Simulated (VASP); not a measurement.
# TiSi2 (Fddd) in VASP: a series of runs

TiSi2 is run at these levels: PBEsol, PBE; tasks: single point.

Program: VASP 6.6.1. These are calculated values, not measurements. Logs are shortened: lines on timing, memory, paths and dates and some standing lists are left out, and cuts for length are marked.

### 1 The cell of the first run

It takes space group Fddd (No. 70, orthorhombic). Conventional cell: a = 4.779 Å, b = 8.235 Å, c = 8.867 Å, α = 90.00°, β = 90.00°, γ = 90.00°. Ti (site symmetry 222) has 10 Si at 2.62 to 2.78 Å and 4 Ti at 3.25 Å within 3.5 Å. Si (site symmetry 2) has 9 Si at 2.59 to 3.25 Å and 5 Ti at 2.62 to 2.78 Å within 3.4 Å.

### 2 Single point, PBEsol

INCAR reads:

```
PREC     = Accurate       # precision mode
ENCUT    = 520            # plane-wave cutoff, eV
EDIFF    = 1E-6           # SCF threshold, eV
ISMEAR   = -1             # smearing method
SIGMA    = 0.05           # smearing width, eV
LREAL    = F              # projectors in reciprocal space
LASPH    = T              # aspherical terms in the spheres
NELM     = 100            # most SCF steps
ALGO     = Normal         # electronic algorithm
ISIF     = 2              # what is computed and relaxed
LWAVE    = F              # write WAVECAR
LCHARG   = T              # write CHGCAR
GGA      = PS             # functional
LELF     = T              # ELF
LVHAR    = T            
NBANDS   = 29             # bands
```

KPOINTS reads:

```
regular mesh
0
Gamma
  6 6 6
```

POSCAR reads:

```
TiSi2
1.0
    0.0000000000      4.1175163063      4.4334137488
    2.3895119538      0.0000000000      4.4334137488
    2.3895119538      4.1175163063      0.0000000000
Ti Si
2 4
Direct
    0.7500000000      0.7500000000      0.7500000000
    0.5000000000      0.5000000000      0.5000000000
    0.4125656100      0.0874343900      0.4125656100
    0.0874343900      0.4125656100      0.0874343900
    0.1625656100      0.8374343900      0.1625656100
    0.8374343900      0.1625656100      0.8374343900
```

Potentials or basis: VASP PAW PBE potentials, release 64 (Ti_sv, Si).

On the command line:

```console
> cat potpaw_PBE.64/Ti_sv/POTCAR potpaw_PBE.64/Si/POTCAR > POTCAR
> mpirun -np 1 vasp_std > vasp.out
```

OUTCAR:

```text
PREC = Accurate
   ENCUT = 520
   EDIFF = 1E-6
   ISMEAR = -1
   LREAL = F
   LASPH = T
   NELM = 100
   ISIF = 2
   GGA = PS

 ion  position               nearest neighbor table
   1  0.750  0.750  0.750-   6 2.62   5 2.62   6 2.62   5 2.62   3 2.74   3 2.74   4 2.74   4 2.74
                             3 2.78   4 2.78
   2  0.500  0.500  0.500-   4 2.62   3 2.62   4 2.62   3 2.62   5 2.74   5 2.74   6 2.74   6 2.74
                             5 2.78   6 2.78
   3  0.413  0.087  0.413-   6 2.59   6 2.59   2 2.62   2 2.62   4 2.68   1 2.74   1 2.74   1 2.78
                             4 2.79   4 2.79
   4  0.087  0.413  0.087-   5 2.59   5 2.59   2 2.62   2 2.62   3 2.68   1 2.74   1 2.74   1 2.78
                             3 2.79   3 2.79
   5  0.163  0.837  0.163-   4 2.59   4 2.59   1 2.62   1 2.62   6 2.68   2 2.74   2 2.74   2 2.78
                             6 2.79   6 2.79
   6  0.837  0.163  0.837-   3 2.59   3 2.59   1 2.62   1 2.62   5 2.68   2 2.74   2 2.74   2 2.78
                             5 2.79   5 2.79

  LATTYP: Found a face centered orthorhombic cell.
 ALAT       =     4.7790239076
 B/A-ratio  =     1.7231620456
 C/A-ratio  =     1.8553637038

  Lattice vectors:

 A1 = (   0.0000000000,   4.1175163063,   4.4334137488)
 A2 = (   2.3895119538,   0.0000000000,   4.4334137488)
 A3 = (   2.3895119538,   4.1175163063,   0.0000000000)

Analysis of symmetry for initial positions (statically):
=====================================================================
 Subroutine PRICEL returns:
 Original cell was already a primitive cell.

 Routine SETGRP: Setting up the symmetry group for a
 face centered orthorhombic supercell.

 Subroutine GETGRP returns: Found  8 space group operations
 (whereof  4 operations were pure point group operations)
 out of a pool of  8 trial point group operations.

The static configuration has the point symmetry D_2 .
 The point group associated with its full space group is D_2h.

Analysis of symmetry for dynamics (positions and initial velocities):
=====================================================================
 Subroutine PRICEL returns:
 Original cell was already a primitive cell.

 Routine SETGRP: Setting up the symmetry group for a
 face centered orthorhombic supercell.

 Subroutine GETGRP returns: Found  8 space group operations
 (whereof  4 operations were pure point group operations)
 out of a pool of  8 trial point group operations.

The dynamic configuration has the point symmetry D_2 .
 The point group associated with its full space group is D_2h.

 Subroutine INISYM returns: Found  8 space group operations
 (whereof  4 operations are pure point group operations),
 and found     1 'primitive' translations

----------------------------------------------------------------------------------------

                                     Primitive cell

  volume of cell :      87.2394

  direct lattice vectors                    reciprocal lattice vectors
     0.000000000  4.117516306  4.433413749    -0.209247750  0.121432427  0.112779909
     2.389511954  0.000000000  4.433413749     0.209247750 -0.121432427  0.112779909
     2.389511954  4.117516306  0.000000000     0.209247750  0.121432427 -0.112779909

  length of vectors
     6.050545265  5.036360278  4.760641544     0.266926513  0.266926513  0.266926513

  position of ions in fractional coordinates (direct lattice)
     0.750000000  0.750000000  0.750000000
     0.500000000  0.500000000  0.500000000
     0.412565610  0.087434390  0.412565610
     0.087434390  0.412565610  0.087434390
     0.162565610  0.837434390  0.162565610
     0.837434390  0.162565610  0.837434390

  ion indices of the primitive-cell ions
   primitive index   ion index
                 1           1
                 2           2
                 3           3
                 4           4
                 5           5
                 6           6

----------------------------------------------------------------------------------------

 KPOINTS: regular mesh

Automatic generation of k-mesh.
 Grid dimensions read from file:
 generate k-points for:    6    6    6

 Generating k-lattice:

  Cartesian coordinates                     Fractional coordinates (reciprocal lattice)
    -0.034874625  0.020238738  0.018796652     0.166666667  0.000000000  0.000000000
     0.034874625 -0.020238738  0.018796652    -0.000000000  0.166666667 -0.000000000
     0.034874625  0.020238738 -0.018796652     0.000000000  0.000000000  0.166666667

  Length of vectors
     0.044487752  0.044487752  0.044487752

  Shift w.r.t. Gamma in fractional coordinates (k-lattice)
     0.000000000  0.000000000  0.000000000

 Subroutine IBZKPT returns following result:
 ===========================================

 Found     46 irreducible k-points:

 Following reciprocal coordinates:
            Coordinates               Weight
  0.000000  0.000000  0.000000      1.000000
  0.166667  0.000000  0.000000      8.000000
  0.333333  0.000000  0.000000      8.000000
  0.500000  0.000000  0.000000      4.000000
  0.166667  0.166667  0.000000      2.000000
  0.333333  0.166667  0.000000      8.000000
[... 16 lines left out ...]
 -0.166667  0.166667  0.166667      8.000000
  0.500000  0.333333  0.166667      4.000000
 [... further k-points ...]
   k-points           NKPTS =     46   k-points in BZ     NKDIM =     46   number of bands    NBANDS=     29
   number of dos      NEDOS =    301   number of ions     NIONS =      6
   total plane-waves  NPLWV =  69120
   dimension x,y,z NGX =    48 NGY =   40 NGZ =   36
   dimension x,y,z NGXF=    96 NGYF=   80 NGZF=   72
   ions per type =               2   4
   NGX,Y,Z   is equivalent  to a cutoff of  13.19, 13.20, 12.57 a.u.
   NGXF,Y,Z  is equivalent  to a cutoff of  26.38, 26.41, 25.14 a.u.
 SYSTEM =  unknown system
   PREC   = accura    normal or accurate (medium, high low for compatibility)
   ISTART =      0    job   : 0-new  1-cont  2-samecut
   ICHARG =      2    charge: 1-file 2-atom 10-const
   ISPIN  =      1    spin polarized calculation?
   LNONCOLLINEAR =      F non collinear calculations
   LSORBIT =      F    spin-orbit coupling
   LASPH  =      T    aspherical Exc in radial PAW
   ENCUT  =  520.0 eV  38.22 Ry    6.18 a.u.  11.25  9.36  8.85*2*pi/ulx,y,z
   NELM   =    100;   NELMIN=  2; NELMDL= -5     # of ELM steps
   EDIFF  = 0.1E-05   stopping-criterion for ELM
   LREAL  =      F    real-space projection
   EDIFFG = 0.1E-04   stopping-criterion for IOM
   NSW    =      0    number of steps for IOM
   IBRION =     -1    ionic relax: 0-MD 1-quasi-New 2-CG
   NFREE  =      0    steps in history (QN), initial steepest desc. (CG)
   ISIF   =      2    stress and relaxation
   ISYM   =      2    0-nonsym 1-usesym 2-fastsym
   POTIM  = 0.5000    time-step for ionic-motion
   TEBEG  =    0.0;   TEEND  =   0.0 temperature during run
   PSTRESS=    0.0 pullay stress
   NELECT =      40.0000    total number of electrons
   NUPDOWN=      -1.0000    fix difference up-down
   EMIN   =  10.00;   EMAX   =-10.00  energy-range for DOS
   EFERMI =   0.00;   METHOD = LEGACY
   ISMEAR =    -1;   SIGMA  =   0.05  broadening in eV -4-tet -1-fermi 0-gaus
   EFERMI_NEDOS =   21; number of points for ismear=-14 and -15
   IALGO  =     38    algorithm
   IMIX   =      4    mixing-type and parameters
     AMIX     =   0.40;   BMIX     =  1.00
     AMIX_MAG =   1.60;   BMIX_MAG =  1.00
  volume/ion in A,a.u.               =      14.54        98.12
  Fermi-wavevector in a.u.,A,eV,Ry     =   1.262381  2.385555 21.682334  1.593607
  Thomas-Fermi vector in A             =   2.395792
   LORBIT       =      0    0 simple, 1 ext, 2 COOP (PROOUT), +10 PAW based schemes
   GGA     = PS    functional components
   LHFCALC =     F    Hartree Fock is set to
   AEXX    =    0.0000 exact exchange contribution
   IVDW    =     0    specifies the selected vdW correction
   LEPSILON=     F    determine dielectric tensor
   LRPA    =     F    only Hartree local field effects (RPA)
 non-spin polarized calculation
  energy-cutoff  :      520.00
  volume of cell :       87.24
 maximum number of plane-waves:      2368
 NGX is ok and might be reduce to    48
   NGX = 23   NGY = 19   NGZ = 17

 number of electron      40.0000002 magnetization

 Free energy of the ion-electron system (eV)
  ---------------------------------------------------
  ext. energy  EPLUGINS =         0.00000000
  ---------------------------------------------------
  free energy    TOTEN  =       -43.49652202 eV

  energy without entropy =      -43.47564620  energy(sigma->0) =      -43.48608411

 E-fermi :   9.6699     XC(G=0): -11.6524

 val. band max:        9.6682038997   @ k =   0.5000   0.1667   0.1667
 cond. band min:       9.6770166280   @ k =   0.5000   0.3333   0.0000
 fundamental gap:      0.0088127283
 Fermi energy:         9.6698630310

 k-point     1 :       0.0000    0.0000    0.0000
  band No.  band energies     occupation
      1     -46.5039      2.00000
      2     -46.4809      2.00000
      3     -22.9924      2.00000
      4     -22.9420      2.00000
      5     -22.8803      2.00000
      6     -22.8732      2.00000
[... 21 lines left out ...]
     28      13.1976      0.00000
     29      13.3133      0.00000

 k-point     2 :       0.1667    0.0000    0.0000
  band No.  band energies     occupation
      1     -46.5027      2.00000
      2     -46.4820      2.00000
      3     -22.9899      2.00000
      4     -22.9430      2.00000
      5     -22.8901      2.00000
      6     -22.8683      2.00000
[... 21 lines left out ...]
     28      13.4260      0.00000
     29      13.5362      0.00000

 k-point     3 :       0.3333    0.0000    0.0000
  band No.  band energies     occupation
      1     -46.4999      2.00000
      2     -46.4847      2.00000
      3     -22.9855      2.00000
      4     -22.9435      2.00000
      5     -22.9067      2.00000
      6     -22.8637      2.00000
[... 21 lines left out ...]
     28      13.6091      0.00000
     29      14.0593      0.00000

 k-point     4 :       0.5000    0.0000    0.0000
  band No.  band energies     occupation
      1     -46.4979      2.00000
      2     -46.4866      2.00000
      3     -22.9836      2.00000
      4     -22.9425      2.00000
      5     -22.9159      2.00000
      6     -22.8630      2.00000
[... 21 lines left out ...]
     28      13.8907      0.00000
     29      13.9474      0.00000

 k-point     5 :       0.1667    0.1667    0.0000
  band No.  band energies     occupation
      1     -46.5023      2.00000
      2     -46.4824      2.00000
      3     -22.9856      2.00000
      4     -22.9397      2.00000
      5     -22.8886      2.00000
      6     -22.8839      2.00000
[... 21 lines left out ...]
     28      13.5245      0.00000
     29      13.5608      0.00000
[... 510 lines left out ...]
     28      13.4609      0.00000
     29      14.3914      0.00000

 k-point    22 :      -0.3333    0.1667    0.1667
  band No.  band energies     occupation
      1     -46.4972      2.00000
      2     -46.4874      2.00000
      3     -22.9863      2.00000
      4     -22.9596      2.00000
      5     -22.8981      2.00000
      6     -22.8661      2.00000
[... 21 lines left out ...]
     28      13.4153      0.00000
     29      13.5949      0.00000

 k-point    23 :      -0.1667    0.1667    0.1667
  band No.  band energies     occupation
      1     -46.4998      2.00000
      2     -46.4848      2.00000
      3     -22.9909      2.00000
      4     -22.9612      2.00000
      5     -22.8830      2.00000
      6     -22.8690      2.00000
[... 21 lines left out ...]
     28      13.9386      0.00000
     29      14.4535      0.00000

 k-point    24 :       0.5000    0.3333    0.1667
  band No.  band energies     occupation
      1     -46.4973      2.00000
      2     -46.4874      2.00000
      3     -22.9775      2.00000
      4     -22.9381      2.00000
      5     -22.9169      2.00000
      6     -22.8795      2.00000
[... 21 lines left out ...]
     28      13.5996      0.00000
     29      14.0016      0.00000

 [... further k-points ...]
[... 5 lines left out ...]
  --------------------------------------------------------------------------------------
  -------------------------------------------------------------------------------------
  Total       -2.2658769     -1.2936584     -8.8532527      0.0000000      0.0000000      0.0000000
  in kB      -41.6134869    -23.7584110   -162.5925519      0.0000000      0.0000000      0.0000000
  external PRESSURE =     -75.9881499 kB  Pullay stress =       0.0000000 kB

 VOLUME and BASIS-vectors are now :
 -----------------------------------------------------------------------------
  energy-cutoff  :      520.00
  volume of cell :       87.24
      direct lattice vectors                 reciprocal lattice vectors
     0.000000000  4.117516306  4.433413749    -0.209247750  0.121432427  0.112779909
     2.389511954  0.000000000  4.433413749     0.209247750 -0.121432427  0.112779909
     2.389511954  4.117516306  0.000000000     0.209247750  0.121432427 -0.112779909

 POSITION                                       TOTAL-FORCE (eV/Angst)
 -----------------------------------------------------------------------------------
      3.58427      6.17627      6.65012         0.000000     -0.000000     -0.000000
      2.38951      4.11752      4.43341        -0.000000     -0.000000     -0.000000
      1.19476      3.39749      2.21671        -0.000000      0.012520      0.000000
      1.19476      0.72003      2.21671        -0.000000     -0.012520      0.000000
      2.38951      1.33873      4.43341         0.000000      0.012520     -0.000000
      2.38951      6.89630      4.43341         0.000000     -0.012520     -0.000000
 -----------------------------------------------------------------------------------
    total drift:                               -0.000000     -0.000000     -0.000000

  FREE ENERGIE OF THE ION-ELECTRON SYSTEM (eV)
  ---------------------------------------------------
  free  energy   TOTEN  =       -43.4965220197 eV

  energy  without entropy=      -43.4756462017  energy(sigma->0) =      -43.48608411
```

Wall time 2.1 min (1 thread of Intel Xeon Platinum 8259CL at 2.50GHz (Skylake/Cascade Lake), shared host); peak memory 0.29 GiB.

Results:

```
Free energy            : -43.4965 eV
Pressure               : -7.6 GPa
Largest force          : 0.013 eV/Å
Band gap on the k mesh : zero (band 20 reaches 10.21 eV, above the bottom of band 21 at 8.58 eV)
```

Forces in eV/Å, atoms in the order of the input:
```
Ti   0.000  0.000  0.000
Ti   0.000  0.000  0.000
Si   0.000  0.013  0.000
Si   0.000 -0.013  0.000
Si   0.000  0.013  0.000
Si   0.000 -0.013  0.000
```

Levels at points of the mesh, in eV from the Fermi level:
| k point | band 18 | band 19 | band 20 | band 21 | band 22 | band 23 |
| --- | --- | --- | --- | --- | --- | --- |
| (0.00, 0.00, 0.00) | -1.84 | -1.61 | -1.21 | -0.89 | 1.85 | 2.92 |
| (0.50, 0.00, 0.00) | -0.91 | -0.08 | 0.16 | 0.93 | 1.25 | 1.49 |
| (0.50, 0.50, 0.00) | -1.41 | -0.91 | -0.91 | 0.34 | 0.34 | 3.13 |
| (0.50, 0.00, 0.50) | -2.36 | -0.75 | -0.75 | 1.22 | 1.22 | 2.95 |
| (0.00, 0.50, 0.50) | -1.13 | -0.55 | -0.55 | 0.56 | 0.56 | 2.11 |

Caveat: the PAW data sets were made with another functional, which shifts forces and pressure a little.

(Part 1 of 2 ends here.)
